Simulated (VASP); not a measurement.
# Mn (Fd-3m) in VASP: notebook

The runs below take Mn through single point, with r2SCAN.

All numbers are computed with VASP 6.6.1; they aren't measurements. Logs are shortened: lines on timing, memory, paths and dates and some standing lists are left out, and cuts for length are marked.

### Step 1. The cell of the first run

The structure is cubic, space group Fd-3m (No. 227). Conventional cell: a = 4.761 Å, b = 4.761 Å, c = 4.761 Å, α = 90.00°, β = 90.00°, γ = 90.00°. Within 2.7 Å of Mn (site symmetry -43m) lie 4 Mn at 2.06 Å.

### Step 2. Single point, r2SCAN, collinear spin, antiferromagnetic start (volume scaled by 0.92)

File POSCAR:

```
Mn
1.0
    0.0000000000      2.3803042313      2.3803042313
    2.3803042313      0.0000000000      2.3803042313
    2.3803042313      2.3803042313      0.0000000000
Mn
2
Direct
    0.1250000000      0.1250000000      0.1250000000
    0.8750000000      0.8750000000      0.8750000000
```

File INCAR.step1:

```
  PREC = Accurate
  ENCUT = 520
  ISMEAR = -1
  SIGMA = 0.05
  LREAL = F
  LASPH = T
  NELM = 150
  ISPIN = 2
  MAGMOM = -2.264 2.264
  LMAXMIX = 4
  NBANDS = 24
  GGA = PE
  ALGO = Normal
  EDIFF = 1E-4
  LWAVE = T
  LCHARG = F
```

File INCAR.step2:

```
  PREC = Accurate
  ENCUT = 520
  EDIFF = 1E-6
  ISMEAR = -1
  SIGMA = 0.05
  LREAL = F
  LASPH = T
  NELM = 150
  ALGO = Normal
  ISIF = 2
  LWAVE = F
  LCHARG = F
  ISPIN = 2
  MAGMOM = -2.264 2.264
  LORBIT = 11
  LMAXMIX = 4
  METAGGA = R2SCAN
  LMIXTAU = T
  NBANDS = 24
  ISTART = 1
```

File KPOINTS:

```
regular mesh
0
Gamma
  13 13 13
```

Potentials or basis: VASP PAW PBE potentials, release 64 (Mn_pv).

On the command line:

```sh
$ cat potpaw_PBE.64/Mn_pv/POTCAR > POTCAR
$ cp INCAR.step1 INCAR
$ mpirun -np 1 vasp_std > vasp.out
$ cp INCAR.step2 INCAR
$ mpirun -np 1 vasp_std > vasp.out
```

OUTCAR:

```text
PREC = Accurate
   ENCUT = 520
   EDIFF = 1E-6
   ISMEAR = -1
   LREAL = F
   LASPH = T
   NELM = 150
   ISIF = 2
   ISPIN = 2
   LORBIT = 11
   METAGGA = R2SCAN
   ISTART = 1

 ion  position               nearest neighbor table
   1  0.125  0.125  0.125-   2 2.06   2 2.06   2 2.06   2 2.06
   2  0.875  0.875  0.875-   1 2.06   1 2.06   1 2.06   1 2.06

  LATTYP: Found a face centered cubic cell.
 ALAT       =     4.7606084626

  Lattice vectors:

 A1 = (   0.0000000000,   2.3803042313,   2.3803042313)
 A2 = (   2.3803042313,   0.0000000000,   2.3803042313)
 A3 = (   2.3803042313,   2.3803042313,   0.0000000000)

Analysis of symmetry for initial positions (statically):
=====================================================================
 Subroutine PRICEL returns:
 Original cell was already a primitive cell.

 Routine SETGRP: Setting up the symmetry group for a
 face centered cubic supercell.

 Subroutine GETGRP returns: Found 48 space group operations
 (whereof 12 operations were pure point group operations)
 out of a pool of 48 trial point group operations.

The static configuration has the point symmetry D_3d.
 The point group associated with its full space group is O_h .

Analysis of symmetry for dynamics (positions and initial velocities):
=====================================================================
 Subroutine PRICEL returns:
 Original cell was already a primitive cell.

 Routine SETGRP: Setting up the symmetry group for a
 face centered cubic supercell.

 Subroutine GETGRP returns: Found 48 space group operations
 (whereof 12 operations were pure point group operations)
 out of a pool of 48 trial point group operations.

The dynamic configuration has the point symmetry D_3d.
 The point group associated with its full space group is O_h .

Analysis of structural, dynamic, and magnetic symmetry:
=====================================================================
 Subroutine PRICEL returns:
 Original cell was already a primitive cell.

 Routine SETGRP: Setting up the symmetry group for a
 face centered cubic supercell.

 Subroutine GETGRP returns: Found 48 space group operations
 (whereof 12 operations were pure point group operations)
 out of a pool of 48 trial point group operations.

The overall configuration has the point symmetry D_3d.
 The point group associated with its full space group is O_h .

 Subroutine INISYM returns: Found 48 space group operations
 (whereof 12 operations are pure point group operations),
 and found     1 'primitive' translations

----------------------------------------------------------------------------------------

                                     Primitive cell

  volume of cell :      26.9729

  direct lattice vectors                    reciprocal lattice vectors
     0.000000000  2.380304231  2.380304231    -0.210057182  0.210057182  0.210057182
     2.380304231  0.000000000  2.380304231     0.210057182 -0.210057182  0.210057182
     2.380304231  2.380304231  0.000000000     0.210057182  0.210057182 -0.210057182

  length of vectors
     3.366258526  3.366258526  3.366258526     0.363829712  0.363829712  0.363829712

  position of ions in fractional coordinates (direct lattice)
     0.125000000  0.125000000  0.125000000
     0.875000000  0.875000000  0.875000000

  ion indices of the primitive-cell ions
   primitive index   ion index
                 1           1
                 2           2

----------------------------------------------------------------------------------------

 KPOINTS: regular mesh

Automatic generation of k-mesh.
 Grid dimensions read from file:
 generate k-points for:   13   13   13

 Generating k-lattice:

  Cartesian coordinates                     Fractional coordinates (reciprocal lattice)
    -0.016158245  0.016158245  0.016158245     0.076923077  0.000000000  0.000000000
     0.016158245 -0.016158245  0.016158245     0.000000000  0.076923077  0.000000000
     0.016158245  0.016158245 -0.016158245     0.000000000  0.000000000  0.076923077

  Length of vectors
[... 45 lines left out ...]
   AEXX    =    0.0000 exact exchange contribution
   IVDW    =     0    specifies the selected vdW correction
   LEPSILON=     F    determine dielectric tensor
   LRPA    =     F    only Hartree local field effects (RPA)
 spin polarized calculation
  energy-cutoff  :      520.00
  volume of cell :       26.97
 maximum number of plane-waves:       742
 NGX is ok and might be reduce to    28
   NGX = 13   NGY = 13   NGZ = 13

 number of electron      25.9999999 magnetization      -0.0000000

 number of electron      25.9999999 magnetization       0.0000000

 Free energy of the ion-electron system (eV)
  ---------------------------------------------------
  ext. energy  EPLUGINS =         0.00000000
  ---------------------------------------------------
  free energy    TOTEN  =       -26.03631767 eV

  energy without entropy =      -26.03343830  energy(sigma->0) =      -26.03487798

 E-fermi :   8.0944     XC(G=0): -13.3641

 val. band max:        8.0646849461   @ k =   0.0769   0.0769   0.0000
 cond. band min:       8.1407527782   @ k =   0.0769   0.0000   0.0000
 fundamental gap:      0.0760678320
 Fermi energy:         8.0944074062

 spin component 1

 k-point     1 :       0.0000    0.0000    0.0000
  band No.  band energies     occupation
      1     -43.3857      1.00000
      2     -43.3857      1.00000
      3     -43.3856      1.00000
      4     -40.3693      1.00000
      5     -40.3692      1.00000
      6     -40.3692      1.00000
[... 16 lines left out ...]
     23      24.2830      0.00000
     24      24.4475      0.00000
[... 598 lines left out ...]
      2     -43.4439      1.00000
      3     -43.3518      1.00000
      4     -40.4213      1.00000
      5     -40.3087      1.00000
      6     -40.2982      1.00000
[... 16 lines left out ...]
     23      26.4567      0.00000
     24      27.8640      0.00000

 [... further k-points ...]

 spin component 2

 k-point     1 :       0.0000    0.0000    0.0000
  band No.  band energies     occupation
      1     -43.3857      1.00000
      2     -43.3857      1.00000
      3     -43.3856      1.00000
      4     -40.3693      1.00000
      5     -40.3692      1.00000
      6     -40.3692      1.00000
[... 16 lines left out ...]
     23      24.2830      0.00000
     24      24.4475      0.00000
[... 598 lines left out ...]
      2     -43.4439      1.00000
      3     -43.3518      1.00000
      4     -40.4213      1.00000
      5     -40.3087      1.00000
      6     -40.2982      1.00000
[... 16 lines left out ...]
     23      26.4568      0.00000
     24      27.8640      0.00000

 [... further k-points ...]
[... 5 lines left out ...]
  --------------------------------------------------------------------------------------
  -------------------------------------------------------------------------------------
  Total        6.0190408      6.0190408      6.0190408     -0.0000000      0.0000000      0.0000000
  in kB      357.5283343    357.5283343    357.5283343     -0.0000000      0.0000000      0.0000000
  external PRESSURE =     357.5283343 kB  Pullay stress =       0.0000000 kB

 VOLUME and BASIS-vectors are now :
 -----------------------------------------------------------------------------
  energy-cutoff  :      520.00
  volume of cell :       26.97
      direct lattice vectors                 reciprocal lattice vectors
     0.000000000  2.380304231  2.380304231    -0.210057182  0.210057182  0.210057182
     2.380304231  0.000000000  2.380304231     0.210057182 -0.210057182  0.210057182
     2.380304231  2.380304231  0.000000000     0.210057182  0.210057182 -0.210057182

 POSITION                                       TOTAL-FORCE (eV/Angst)
 -----------------------------------------------------------------------------------
      0.59508      0.59508      0.59508        -0.000000     -0.000000     -0.000000
      4.16553      4.16553      4.16553         0.000000      0.000000      0.000000
 -----------------------------------------------------------------------------------
    total drift:                                0.000000     -0.000000     -0.000000

  FREE ENERGIE OF THE ION-ELECTRON SYSTEM (eV)
  ---------------------------------------------------
  free  energy   TOTEN  =       -26.0363176657 eV

  energy  without entropy=      -26.0334382988  energy(sigma->0) =      -26.03487798

 total charge

# of ion       s       p       d       tot
------------------------------------------
    1        0.564   6.335   5.381  12.280
    2        0.564   6.335   5.381  12.280
--------------------------------------------------
tot          1.128  12.671  10.761  24.560

 magnetization (x)

# of ion       s       p       d       tot
------------------------------------------
    1       -0.058   0.019  -2.036  -2.075
    2        0.058  -0.019   2.036   2.075
--------------------------------------------------
tot          0.000   0.000   0.000   0.000
```

Run time: 4.8 min. Hardware: 1 thread of Intel Xeon 6975P-C (Granite Rapids), shared host; peak memory 0.23 GiB.

Results:

| Item | Value |
| --- | --- |
| Free energy | -26.0363 eV |
| Pressure | 35.8 GPa |
| Band gap on the k mesh | zero (filled and empty bands overlap) |
| Net moment | 0.00 μB per cell |
| Site moments | Mn -2.08, +2.08 μB |
| Valence electrons inside the program's atomic spheres | Mn 12.28 |

Levels at points of the mesh, in eV from the Fermi level:
Spin up:
```csv
k point,band 10,band 11,band 12,band 13,band 14,band 15,band 16,band 17
"(0.00, 0.00, 0.00)",-3.18,-3.18,-3.18,0.15,0.15,0.15,2.55,2.55
```
Spin down:
| k point | band 10 | band 11 | band 12 | band 13 | band 14 | band 15 | band 16 | band 17 |
| --- | --- | --- | --- | --- | --- | --- | --- | --- |
| (0.00, 0.00, 0.00) | -3.18 | -3.18 | -3.18 | 0.15 | 0.15 | 0.15 | 2.55 | 2.55 |

Caveat: the cell differs from its parent crystal (volume scaled by 0.92); the PAW data sets were made with another functional, which shifts forces and pressure a little.

### Step 3. Single point, r2SCAN, collinear spin, antiferromagnetic start (volume scaled by 0.96)

File POSCAR:

```
Mn
1.0
    0.0000000000      2.4143131722      2.4143131722
    2.4143131722      0.0000000000      2.4143131722
    2.4143131722      2.4143131722      0.0000000000
Mn
2
Direct
    0.1250000000      0.1250000000      0.1250000000
    0.8750000000      0.8750000000      0.8750000000
```

File INCAR.step1:

```
ALGO     = Normal         # electronic algorithm
EDIFF    = 1E-4           # SCF threshold, eV
ENCUT    = 520            # plane-wave cutoff, eV
GGA      = PE             # functional
ISMEAR   = -1             # smearing method
ISPIN    = 2              # spin polarisation
LASPH    = True           # aspherical terms in the spheres
LCHARG   = False          # write CHGCAR
LMAXMIX  = 4              # l up to which the mixer works
LREAL    = False          # projectors in reciprocal space
LWAVE    = True           # write WAVECAR
MAGMOM   = -2.264 2.264   # initial moments
NBANDS   = 24             # bands
NELM     = 150            # most SCF steps
PREC     = Accurate       # precision mode
SIGMA    = 0.05           # smearing width, eV
```

File INCAR.step2:

```
ALGO     = Normal         # electronic algorithm
EDIFF    = 1E-7           # SCF threshold, eV
ENCUT    = 520            # plane-wave cutoff, eV
ISIF     = 2              # what is computed and relaxed
ISMEAR   = -1             # smearing method
ISPIN    = 2              # spin polarisation
ISTART   = 1            
LASPH    = True           # aspherical terms in the spheres
LCHARG   = False          # write CHGCAR
LMAXMIX  = 4              # l up to which the mixer works
LMIXTAU  = True         
LORBIT   = 11             # projections on sites
LREAL    = False          # projectors in reciprocal space
LWAVE    = False          # write WAVECAR
MAGMOM   = -2.264 2.264   # initial moments
METAGGA  = R2SCAN         # meta-GGA
NBANDS   = 24             # bands
NELM     = 150            # most SCF steps
PREC     = Accurate       # precision mode
SIGMA    = 0.05           # smearing width, eV
```

File KPOINTS:

```
k-points
0
Gamma
  13 13 13
```

Potentials or basis: VASP PAW PBE potentials, release 64 (Mn_pv).

On the command line:

```sh
$ cat potpaw_PBE.64/Mn_pv/POTCAR > POTCAR
$ cp INCAR.step1 INCAR
$ mpirun -np 1 vasp_std > vasp.out
$ cp INCAR.step2 INCAR
$ mpirun -np 1 vasp_std > vasp.out
```

Run time: 5.2 min. Hardware: 1 thread of Intel Xeon 6975P-C (Granite Rapids), shared host; peak memory 0.23 GiB.

It converged, with:

```yaml
Free_energy: -26.2722 eV
Pressure: 28.9 GPa
Band_gap_on_the_k_mesh: zero (filled and empty bands touch)
Net_moment: 0.00 μB per cell
Site_moments: Mn -2.30, +2.30 μB
Valence_electrons_inside_the_program's_atomic_spheres: Mn 12.19
```

Levels at points of the mesh, in eV from the Fermi level:
Spin up:
| k point | band 9 | band 10 | band 11 | band 12 | band 13 | band 14 | band 15 | band 16 | band 17 | band 18 |
| --- | --- | --- | --- | --- | --- | --- | --- | --- | --- | --- |
| (0.00, 0.00, 0.00) | -3.58 | -3.27 | -3.27 | -3.27 | 0.13 | 0.13 | 0.13 | 2.41 | 2.41 | 14.97 |
Spin down:
```csv
k point,band 10,band 11,band 12,band 13,band 14,band 15,band 16,band 17
"(0.00, 0.00, 0.00)",-3.27,-3.27,-3.27,0.13,0.13,0.13,2.41,2.41
```

Caveat: the cell differs from its parent crystal (volume scaled by 0.96); the PAW data sets were made with another functional, which shifts forces and pressure a little.

### Step 4. Single point, r2SCAN

This run uses another cell than the first one, of 14.66 Å³/atom, 1.087 times its volume.

File POSCAR:

```
Mn
1.0
    0.0000000000      2.4475242822      2.4475242822
    2.4475242822      0.0000000000      2.4475242822
    2.4475242822      2.4475242822      0.0000000000
Mn
2
Direct
    0.1250000000      0.1250000000      0.1250000000
    0.8750000000      0.8750000000      0.8750000000
```

File INCAR.step1:

```
ALGO     = Normal         # electronic algorithm
EDIFF    = 1E-4           # SCF threshold, eV
ENCUT    = 520            # plane-wave cutoff, eV
GGA      = PE             # functional
ISMEAR   = -1             # smearing method
LASPH    = True           # aspherical terms in the spheres
LCHARG   = False          # write CHGCAR
LREAL    = False          # projectors in reciprocal space
LWAVE    = True           # write WAVECAR
NBANDS   = 20             # bands
NELM     = 80             # most SCF steps
PREC     = Accurate       # precision mode
SIGMA    = 0.1            # smearing width, eV
```

File INCAR.step2:

```
ALGO     = Normal         # electronic algorithm
EDIFF    = 1E-6           # SCF threshold, eV
ENCUT    = 520            # plane-wave cutoff, eV
ISIF     = 2              # what is computed and relaxed
ISMEAR   = -1             # smearing method
ISTART   = 1            
LASPH    = True           # aspherical terms in the spheres
LCHARG   = False          # write CHGCAR
LMIXTAU  = True         
LREAL    = False          # projectors in reciprocal space
LWAVE    = False          # write WAVECAR
METAGGA  = R2SCAN         # meta-GGA
NBANDS   = 20             # bands
NELM     = 80             # most SCF steps
PREC     = Accurate       # precision mode
SIGMA    = 0.1            # smearing width, eV
```

File KPOINTS:

```
k-points
0
Gamma
  6 6 6
```

On the command line:

```sh
$ cat potpaw_PBE.64/Mn_pv/POTCAR > POTCAR
$ cp INCAR.step1 INCAR
$ mpirun -np 1 vasp_std > vasp.out
$ cp INCAR.step2 INCAR
$ mpirun -np 1 vasp_std > vasp.out
```

Wall time 38 s (1 thread of Intel Xeon 6975P-C, shared host); peak memory 0.16 GiB.

Results (log left out):

```
Free energy            : -25.7983 eV
Pressure               : 1.0 GPa
Band gap on the k mesh : zero (band 13 reaches 6.82 eV, above the bottom of band 14 at 6.20 eV)
```

Levels at points of the mesh, in eV from the Fermi level:
```csv
k point,band 9,band 10,band 11,band 12,band 13,band 14,band 15,band 16,band 17,band 18
"(0.00, 0.00, 0.00)",-2.23,-1.96,-1.96,-1.96,0.47,0.47,0.47,2.54,2.54,15.39
"(0.50, 0.00, 0.00)",-2.10,-2.10,-1.97,-1.97,-0.61,1.22,1.22,2.13,2.13,3.69
"(0.50, 0.50, 0.00)",-1.89,-1.88,-0.71,-0.71,0.14,0.14,2.34,2.34,3.89,3.89
```

Caveat: the k points lie up to 0.37 Å⁻¹ apart; the PAW data sets were made with another functional, which shifts forces and pressure a little; the run has no spin polarisation, though such a crystal can be magnetic.

### Step 5. Single point, r2SCAN (volume scaled by 0.88)

File POSCAR:

```
Mn
1.0
    0.0000000000      2.3454232894      2.3454232894
    2.3454232894      0.0000000000      2.3454232894
    2.3454232894      2.3454232894      0.0000000000
Mn
2
Direct
    0.1250000000      0.1250000000      0.1250000000
    0.8750000000      0.8750000000      0.8750000000
```

File INCAR.step1:

```
SYSTEM = Mn
ALGO = Normal
EDIFF = 1E-4
ENCUT = 520
GGA = PE
ISMEAR = -1
LASPH = .True.
LCHARG = .False.
LREAL = .False.
LWAVE = .True.
NBANDS = 20
NELM = 80
PREC = Accurate
SIGMA = 0.1
```

File INCAR.step2:

```
SYSTEM = Mn
ALGO = Normal
EDIFF = 1E-7
ENCUT = 520
ISIF = 2
ISMEAR = -1
ISTART = 1
LASPH = .True.
LCHARG = .True.
LELF = .True.
LMIXTAU = .True.
LREAL = .False.
LVHAR = .True.
LWAVE = .False.
METAGGA = R2SCAN
NBANDS = 20
NELM = 80
PREC = Accurate
SIGMA = 0.1
```

File KPOINTS:

```
k-points
0
Gamma
  13 13 13
  0 0 0
```

On the command line:

```sh
$ cat potpaw_PBE.64/Mn_pv/POTCAR > POTCAR
$ cp INCAR.step1 INCAR
$ mpirun -np 1 vasp_std > vasp.out
$ cp INCAR.step2 INCAR
$ mpirun -np 1 vasp_std > vasp.out
```

It took 10 min on 1 thread of AMD EPYC 7R13, shared host; peak memory 0.15 GiB.

The run converged. Its results:

* Free energy: -25.5123 eV
* Pressure: 29.1 GPa
* Band gap on the k mesh: zero (band 13 reaches 8.38 eV, above the bottom of band 14 at 7.71 eV)

Levels at points of the mesh, in eV from the Fermi level:
| k point | band 10 | band 11 | band 12 | band 13 | band 14 | band 15 | band 16 | band 17 |
| --- | --- | --- | --- | --- | --- | --- | --- | --- |
| (0.00, 0.00, 0.00) | -2.23 | -2.23 | -2.23 | 0.53 | 0.53 | 0.53 | 2.98 | 2.98 |

Caveat: the cell differs from its parent crystal (volume scaled by 0.88); the PAW data sets were made with another functional, which shifts forces and pressure a little; the run has no spin polarisation, though such a crystal can be magnetic. Spin polarisation is off, so any magnetic state and its effect on volume and gap are missing.

### Step 6. Overview

```tsv
spin	cell	k mesh	smearing	gap on the mesh (eV)	pressure (GPa)	moment (μB)
collinear, antiferromagnetic start	a = 3.366 Å, angles 60.0°, 2 atoms	13 × 13 × 13	fermi-dirac 0.05 eV	none	35.8	0.00
collinear, antiferromagnetic start	a = 3.414 Å, angles 60.0°, 2 atoms	13 × 13 × 13	fermi-dirac 0.05 eV	none	28.9	0.00
off	a = 3.461 Å, angles 60.0°, 2 atoms	6 × 6 × 6	fermi-dirac 0.1 eV	none	1.0	-
off	a = 3.317 Å, angles 60.0°, 2 atoms	13 × 13 × 13	fermi-dirac 0.1 eV	none	29.1	-
```

Alike in all rows: task single point; level r2SCAN; potentials or basis VASP PAW PBE potentials, release 64 (Mn_pv); cutoff (eV) 520.

Caveats: some runs use coarse meshes; the PAW data sets were made with another functional, which shifts forces and pressure a little.

Absolute energies hang on the potentials; compare differences alone.
